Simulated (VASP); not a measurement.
Input of a VASP 6.6.1 run:

File POSCAR:

```
Li2Se
1.0
    0.0000000000      2.7039156594      2.7039156594
    2.7039156594      0.0000000000      2.7039156594
    2.7039156594      2.7039156594      0.0000000000
Li Se
2 1
Direct
    0.7500000000      0.7500000000      0.7500000000
    0.2500000000      0.2500000000      0.2500000000
    0.0000000000      0.0000000000      0.0000000000
```

Contents of INCAR.step1:

```
PREC = Accurate
ENCUT = 720
ISMEAR = -1
SIGMA = 0.03
LREAL = False
LASPH = True
NELM = 120
GGA = PE
ALGO = Normal
EDIFF = 1E-5
LWAVE = True
LCHARG = False
GGA_COMPAT = False
IBRION = 2
EDIFFG = -0.01
NELMIN = 4
NSW = 100
```

Contents of INCAR.step2:

```
PREC = Accurate
ENCUT = 720
EDIFF = 1E-7
ISMEAR = -1
SIGMA = 0.03
LREAL = False
LASPH = True
NELM = 120
ALGO = Normal
ISIF = 2
LWAVE = False
LCHARG = False
METAGGA = R2SCAN
LMIXTAU = True
IBRION = 2
NSW = 50
EDIFFG = -0.01
ISTART = 1
GGA_COMPAT = False
NELMIN = 4
```

File KPOINTS:

```
regular mesh
0
Gamma
  8 8 8
```

Potentials or basis: VASP PAW PBE potentials, release 64 (Li_sv, Se).

The run is started by

```bash
$ cat potpaw_PBE.64/Li_sv/POTCAR potpaw_PBE.64/Se/POTCAR > POTCAR
$ cp INCAR.step1 INCAR
$ mpirun -np 1 vasp_std > vasp.out
$ cp INCAR.step2 INCAR
$ mpirun -np 1 vasp_std > vasp.out
```

Problem. What does it give for the band gap on the k mesh?

Solution. 3.07 eV (least direct gap 5.31 eV).

Final structure:
```xyz
3
Lattice="0.0000 2.7039 2.7039 2.7039 0.0000 2.7039 2.7039 2.7039 0.0000" Properties=species:S:1:pos:R:3 pbc="T T T"
Li    4.0559    4.0559    4.0559
Li    1.3520    1.3520    1.3520
Se    0.0000    0.0000    0.0000
```

Caveat: the relaxation stopped at its first step, so nothing moved. A k mesh can miss the band edges.
